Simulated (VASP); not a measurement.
# EuS (Fm-3m) in VASP: single point with PBE-based global hybrid with 5 % exact exchange

Aim: the single point of EuS with PBE-based global hybrid with 5 % exact exchange.

Program: VASP 6.6.1. These are calculated values, not measurements. Logs are shortened: lines on timing, memory, paths and dates and some standing lists are left out, and cuts for length are marked.

### Step 1. The cell of the first run

Symmetry: Fm-3m, No. 225, cubic system. Conventional cell: a = 5.957 Å, b = 5.957 Å, c = 5.957 Å, α = 90.00°, β = 90.00°, γ = 90.00°. Within 3.9 Å of Eu (site symmetry m-3m) lie 6 S at 2.98 Å. Within 3.9 Å of S (site symmetry m-3m) lie 6 Eu at 2.98 Å.

### Step 2. Single point, PBE-based global hybrid with 5 % exact exchange, collinear spin, ferromagnetic start

The input, POSCAR:

```
EuS
1.0
    0.0000000000      2.9785018670      2.9785018670
    2.9785018670      0.0000000000      2.9785018670
    2.9785018670      2.9785018670      0.0000000000
Eu S
1 1
Direct
    0.5000000000      0.5000000000      0.5000000000
    0.0000000000      0.0000000000      0.0000000000
```

The input, INCAR.step1:

```
PREC = Accurate
ENCUT = 520
EDIFF = 1E-5
ISMEAR = 0
SIGMA = 0.05
LREAL = F
LASPH = T
NELM = 200
ALGO = Normal
ISIF = 2
LWAVE = T
LCHARG = F
ISPIN = 2
MAGMOM = 7.55 0
LORBIT = 11
LMAXMIX = 6
GGA = PE
NBANDS = 22
GGA_COMPAT = F
```

The input, INCAR.step2:

```
PREC = Accurate
ENCUT = 520
EDIFF = 1E-6
ISMEAR = 0
SIGMA = 0.05
LREAL = F
LASPH = T
NELM = 200
ALGO = Normal
ISIF = 2
LWAVE = F
LCHARG = F
ISPIN = 2
MAGMOM = 7.55 0
LORBIT = 11
LMAXMIX = 6
GGA = PE
LHFCALC = T
AEXX = 0.05
PRECFOCK = Normal
ISTART = 1
NBANDS = 22
GGA_COMPAT = F
```

The input, KPOINTS:

```
regular mesh
0
Gamma
  4 4 4
```

Potentials or basis: VASP PAW PBE potentials, release 64 (Eu, S).

Started as:

```bash
cat potpaw_PBE.64/Eu/POTCAR potpaw_PBE.64/S/POTCAR > POTCAR
cp INCAR.step1 INCAR
mpirun -np 1 vasp_std > vasp.out
cp INCAR.step2 INCAR
mpirun -np 1 vasp_std > vasp.out
```

OUTCAR:

```text
PREC = Accurate
   ENCUT = 520
   EDIFF = 1E-6
   ISMEAR = 0
   LREAL = F
   LASPH = T
   NELM = 200
   ISIF = 2
   ISPIN = 2
   LORBIT = 11
   GGA = PE
   LHFCALC = T
   AEXX = 0.05
   PRECFOCK = Normal
   ISTART = 1

 ion  position               nearest neighbor table
   1  0.500  0.500  0.500-   2 2.98   2 2.98   2 2.98   2 2.98   2 2.98   2 2.98
   2  0.000  0.000  0.000-   1 2.98   1 2.98   1 2.98   1 2.98   1 2.98   1 2.98

  LATTYP: Found a face centered cubic cell.
 ALAT       =     5.9570037340

  Lattice vectors:

 A1 = (   0.0000000000,   2.9785018670,   2.9785018670)
 A2 = (   2.9785018670,   0.0000000000,   2.9785018670)
 A3 = (   2.9785018670,   2.9785018670,   0.0000000000)

Analysis of symmetry for initial positions (statically):
=====================================================================
 Subroutine PRICEL returns:
 Original cell was already a primitive cell.

 Routine SETGRP: Setting up the symmetry group for a
 face centered cubic supercell.

 Subroutine GETGRP returns: Found 48 space group operations
 (whereof 48 operations were pure point group operations)
 out of a pool of 48 trial point group operations.

The static configuration has the point symmetry O_h .

Analysis of symmetry for dynamics (positions and initial velocities):
=====================================================================
 Subroutine PRICEL returns:
 Original cell was already a primitive cell.

 Routine SETGRP: Setting up the symmetry group for a
 face centered cubic supercell.

 Subroutine GETGRP returns: Found 48 space group operations
 (whereof 48 operations were pure point group operations)
 out of a pool of 48 trial point group operations.

The dynamic configuration has the point symmetry O_h .

Analysis of structural, dynamic, and magnetic symmetry:
=====================================================================
 Subroutine PRICEL returns:
 Original cell was already a primitive cell.

 Routine SETGRP: Setting up the symmetry group for a
 face centered cubic supercell.

 Subroutine GETGRP returns: Found 48 space group operations
 (whereof 48 operations were pure point group operations)
 out of a pool of 48 trial point group operations.

The overall configuration has the point symmetry O_h .

 Subroutine INISYM returns: Found 48 space group operations
 (whereof 48 operations are pure point group operations),
 and found     1 'primitive' translations

----------------------------------------------------------------------------------------

                                     Primitive cell

  volume of cell :      52.8474

  direct lattice vectors                    reciprocal lattice vectors
     0.000000000  2.978501867  2.978501867    -0.167869628  0.167869628  0.167869628
     2.978501867  0.000000000  2.978501867     0.167869628 -0.167869628  0.167869628
     2.978501867  2.978501867  0.000000000     0.167869628  0.167869628 -0.167869628

  length of vectors
     4.212237736  4.212237736  4.212237736     0.290758725  0.290758725  0.290758725

  position of ions in fractional coordinates (direct lattice)
     0.500000000  0.500000000  0.500000000
     0.000000000  0.000000000  0.000000000

  ion indices of the primitive-cell ions
   primitive index   ion index
                 1           1
                 2           2

----------------------------------------------------------------------------------------

 KPOINTS: regular mesh

Automatic generation of k-mesh.
 Grid dimensions read from file:
 generate k-points for:    4    4    4

 Generating k-lattice:

  Cartesian coordinates                     Fractional coordinates (reciprocal lattice)
    -0.041967407  0.041967407  0.041967407     0.250000000  0.000000000  0.000000000
     0.041967407 -0.041967407  0.041967407     0.000000000  0.250000000  0.000000000
     0.041967407  0.041967407 -0.041967407     0.000000000  0.000000000  0.250000000

  Length of vectors
     0.072689681  0.072689681  0.072689681

  Shift w.r.t. Gamma in fractional coordinates (k-lattice)
     0.000000000  0.000000000  0.000000000

 Subroutine IBZKPT returns following result:
 ===========================================

 Found      8 irreducible k-points:

 Following reciprocal coordinates:
            Coordinates               Weight
  0.000000  0.000000  0.000000      1.000000
  0.250000  0.000000  0.000000      8.000000
  0.500000  0.000000  0.000000      4.000000
  0.250000  0.250000  0.000000      6.000000
  0.500000  0.250000  0.000000     24.000000
 -0.250000  0.250000  0.000000     12.000000
  0.500000  0.500000  0.000000      3.000000
 -0.250000  0.500000  0.250000      6.000000
   k-points           NKPTS =      8   k-points in BZ     NKDIM =     64   number of bands    NBANDS=     22
   number of dos      NEDOS =    301   number of ions     NIONS =      2
   total plane-waves  NPLWV =  32768
   dimension x,y,z NGX =    32 NGY =   32 NGZ =   32
   dimension x,y,z NGXF=    64 NGYF=   64 NGZF=   64
   ions per type =               1   1
   NGX,Y,Z   is equivalent  to a cutoff of  12.63, 12.63, 12.63 a.u.
   NGXF,Y,Z  is equivalent  to a cutoff of  25.26, 25.26, 25.26 a.u.
 SYSTEM =  unknown system
   PREC   = accura    normal or accurate (medium, high low for compatibility)
   ISTART =      1    job   : 0-new  1-cont  2-samecut
   ICHARG =      0    charge: 1-file 2-atom 10-const
   ISPIN  =      2    spin polarized calculation?
   LNONCOLLINEAR =      F non collinear calculations
   LSORBIT =      F    spin-orbit coupling
   LASPH  =      T    aspherical Exc in radial PAW
   ENCUT  =  520.0 eV  38.22 Ry    6.18 a.u.   7.83  7.83  7.83*2*pi/ulx,y,z
   NELM   =    200;   NELMIN=  2; NELMDL=  0     # of ELM steps
   EDIFF  = 0.1E-05   stopping-criterion for ELM
   LREAL  =      F    real-space projection
   EDIFFG = 0.1E-04   stopping-criterion for IOM
   NSW    =      0    number of steps for IOM
   IBRION =     -1    ionic relax: 0-MD 1-quasi-New 2-CG
   NFREE  =      0    steps in history (QN), initial steepest desc. (CG)
   ISIF   =      2    stress and relaxation
   ISYM   =      3    0-nonsym 1-usesym 2-fastsym
   POTIM  = 0.5000    time-step for ionic-motion
   TEBEG  =    0.0;   TEEND  =   0.0 temperature during run
   PSTRESS=    0.0 pullay stress
   NELECT =      23.0000    total number of electrons
   NUPDOWN=      -1.0000    fix difference up-down
   EMIN   =  10.00;   EMAX   =-10.00  energy-range for DOS
   EFERMI =   0.00;   METHOD = LEGACY
   ISMEAR =     0;   SIGMA  =   0.05  broadening in eV -4-tet -1-fermi 0-gaus
   EFERMI_NEDOS =   21; number of points for ismear=-14 and -15
   IALGO  =     38    algorithm
   IMIX   =      1    mixing-type and parameters
     AMIX     =   0.40;   BMIX     =  1.00
     AMIX_MAG =   1.60;   BMIX_MAG =  1.00
  volume/ion in A,a.u.               =      26.42       178.32
  Fermi-wavevector in a.u.,A,eV,Ry     =   1.240632  2.344454 20.941641  1.539167
  Thomas-Fermi vector in A             =   2.375064
   LORBIT       =     11    0 simple, 1 ext, 2 COOP (PROOUT), +10 PAW based schemes
   GGA     = PE    functional components
   LHFCALC =     T    Hartree Fock is set to
   PRECFOCK=normal    Normal, Fast or Accurate (Low or Medium for compatibility)
   ENCUT4O =  -1.0   cutoff for four orbital integrals eV
   NKREDX  =     1    reduce k-point grid by
   NKREDY  =     1    reduce k-point grid by
   NKREDZ  =     1    reduce k-point grid by
   AEXX    =    0.0500 exact exchange contribution
   HFSCREEN=    0.0000 screening length (either q_TF or 0.3 A-1)
   HFSCREENC=   0.0000 screening length for correlation (either q_TF or 0.3 A-1)
   ENCUTFOCK=  -1.0 apply spherical cutoff to Coloumb kernel
   IVDW    =     0    specifies the selected vdW correction
   LEPSILON=     F    determine dielectric tensor
   LRPA    =     F    only Hartree local field effects (RPA)
 spin polarized calculation
 Gauss-broadening in eV      SIGMA  =   0.05
  energy-cutoff  :      520.00
  volume of cell :       52.85
 maximum number of plane-waves:      1428
  NGX = 24; NGY = 24; NGZ = 24

 number of electron      23.0000004 magnetization       7.0002466

 Free energy of the ion-electron system (eV)
  ---------------------------------------------------
  ext. energy  EPLUGINS =         0.00000000
  ---------------------------------------------------
  free energy    TOTEN  =       -22.70583928 eV

  energy without entropy =      -22.70583758  energy(sigma->0) =      -22.70583843

 E-fermi :   4.1536     XC(G=0):  -9.2127

 val. band max:        4.0111374731   @ k =   0.2500   0.2500   0.0000
 cond. band min:       4.2840651788   @ k =   0.5000   0.5000   0.0000
 fundamental gap:      0.2729277057
 Fermi energy:         4.1536165108

 spin component 1

 k-point     1 :       0.0000    0.0000    0.0000
  band No.  band energies     occupation
      1     -37.6912      1.00000
      2     -16.2029      1.00000
      3     -16.2029      1.00000
      4     -16.2029      1.00000
      5      -9.6125      1.00000
      6       1.3081      1.00000
[... 14 lines left out ...]
     21       6.4387      0.00000
     22      11.8370      0.00000

 k-point     2 :       0.2500    0.0000    0.0000
  band No.  band energies     occupation
      1     -37.6844      1.00000
      2     -16.3855      1.00000
      3     -16.2155      1.00000
      4     -16.2155      1.00000
      5      -9.1870      1.00000
      6      -0.2378      1.00000
[... 14 lines left out ...]
     21       8.3382      0.00000
     22      13.0599      0.00000
[... 108 lines left out ...]
      6       0.0337      1.00000
[... 14 lines left out ...]
     21       9.2633      0.00000
     22      11.4793      0.00000

 k-point     8 :      -0.2500    0.5000    0.2500
  band No.  band energies     occupation
      1     -37.6730      1.00000
      2     -16.3758      1.00000
      3     -16.3758      1.00000
      4     -16.3278      1.00000
      5      -9.0236      1.00000
      6      -0.0305      1.00000
[... 14 lines left out ...]
     21      11.7528      0.00000
     22      12.6027      0.00000
 Fermi energy:         4.1536165108

 spin component 2

 k-point     1 :       0.0000    0.0000    0.0000
  band No.  band energies     occupation
      1     -34.5482      1.00000
      2     -13.8913      1.00000
      3     -13.8913      1.00000
      4     -13.8913      1.00000
      5      -9.6155      1.00000
      6       1.4759      1.00000
[... 14 lines left out ...]
     21      10.1600      0.00000
     22      13.2429      0.00000

 k-point     2 :       0.2500    0.0000    0.0000
  band No.  band energies     occupation
      1     -34.5387      1.00000
      2     -14.1852      1.00000
      3     -13.9060      1.00000
      4     -13.9060      1.00000
      5      -9.1082      1.00000
      6      -0.0348      1.00000
[... 14 lines left out ...]
     21      10.3019      0.00000
     22      14.2171      0.00000
[... 123 lines left out ...]
     21      10.5234      0.00000
     22      12.3786      0.00000

 k-point     8 :      -0.2500    0.5000    0.2500
  band No.  band energies     occupation
      1     -34.5231      1.00000
      2     -14.1224      1.00000
      3     -14.1224      1.00000
      4     -14.0886      1.00000
      5      -9.0136      1.00000
      6       0.1056      1.00000
[... 14 lines left out ...]
     21      12.6542      0.00000
     22      13.2181      0.00000

------------------------ aborting loop because EDIFF is reached ----------------------------------------

  FORCE on cell =-STRESS in cart. coord.  units (eV):
  Direction    XX          YY          ZZ          XY          YZ          ZX
  --------------------------------------------------------------------------------------
  -------------------------------------------------------------------------------------
  Total       -0.6833139     -0.6833139     -0.6833139     -0.0000000     -0.0000000      0.0000000
  in kB      -20.7160634    -20.7160634    -20.7160634     -0.0000000     -0.0000000      0.0000000
  external PRESSURE =     -20.7160634 kB  Pullay stress =       0.0000000 kB

 VOLUME and BASIS-vectors are now :
 -----------------------------------------------------------------------------
  energy-cutoff  :      520.00
  volume of cell :       52.85
      direct lattice vectors                 reciprocal lattice vectors
     0.000000000  2.978501867  2.978501867    -0.167869628  0.167869628  0.167869628
     2.978501867  0.000000000  2.978501867     0.167869628 -0.167869628  0.167869628
     2.978501867  2.978501867  0.000000000     0.167869628  0.167869628 -0.167869628

 POSITION                                       TOTAL-FORCE (eV/Angst)
 -----------------------------------------------------------------------------------
      2.97850      2.97850      2.97850        -0.000000      0.000000      0.000000
      0.00000      0.00000      0.00000         0.000000     -0.000000     -0.000000
 -----------------------------------------------------------------------------------
    total drift:                                0.000001     -0.000001     -0.000001

  FREE ENERGIE OF THE ION-ELECTRON SYSTEM (eV)
  ---------------------------------------------------
  free  energy   TOTEN  =       -22.7058392770 eV

  energy  without entropy=      -22.7058375793  energy(sigma->0) =      -22.70583843

 total charge

# of ion       s       p       d       f       tot
--------------------------------------------------
    1        2.028   5.772   0.280   6.700  14.780
    2        1.314   2.442   0.000   0.000   3.755
--------------------------------------------------
tot          3.341   8.214   0.280   6.700  18.535

 magnetization (x)

# of ion       s       p       d       f       tot
--------------------------------------------------
    1       -0.015  -0.113   0.079   6.673   6.624
    2       -0.007  -0.064   0.000   0.000  -0.072
--------------------------------------------------
tot         -0.022  -0.177   0.079   6.673   6.553
```

Wall time 58 min (1 thread of AMD EPYC 7R43 (Zen 3), shared host); peak memory 0.19 GiB.

What came out:

```yaml
Free_energy: -22.7058 eV
Pressure: -2.1 GPa
Band_gap_on_the_k_mesh: zero (filled and empty bands overlap)
Net_moment: 7.00 μB per cell
Site_moments: Eu +6.62; S -0.07 μB
Valence_electrons_inside_the_program's_atomic_spheres: Eu 14.78; S 3.75
```

Caveat: the k points lie up to 0.46 Å⁻¹ apart; the PAW data sets were made with another functional, which shifts forces and pressure a little; spin-orbit coupling is left out, which moves the levels of the heavy elements; a cell with one magnetic atom can't hold antiferromagnetic order, which such compounds often take. The state reached can hang on the start; a lower one may exist.
